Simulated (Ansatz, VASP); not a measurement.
# Y: VASP beside Ansatz

```
Y
1.0
     0.60573    2.82182    2.82182
     2.82182    0.60573    2.82182
     2.82182    2.82182    0.60573
Y
1
Direct
  0.00000 0.00000 0.00000
```

Alike in both runs: task single point; functional r2SCAN; k mesh 18 × 18 × 18; occupations gaussian, width 0.15 eV; no spin polarisation.

```csv
,VASP,Ansatz
version,VASP 6.6.1,Ansatz 0.2.0
potentials or method,"VASP PAW PBE potentials, release 64 (Y_sv), cutoff 520 eV","scalar-relativistic, plane waves, PAW"
valence electrons in the cell,11,11
```

Ansatz gave:

```
gap on the k mesh at the Fermi level (eV)                     : none
pressure (GPa)                                                : 5.8
traceless stress, the component that is largest in VASP (GPa) : -8.45
```

**Question.** Which values does VASP return?

**Answer.** gap on the k mesh at the Fermi level (eV): none; pressure (GPa): 5.9; traceless stress, the component that is largest in VASP (GPa): -8.52.

VASP's potentials were made for PBE, not for r2SCAN. A gap of «none» marks a metal or a gap that the smearing closes.
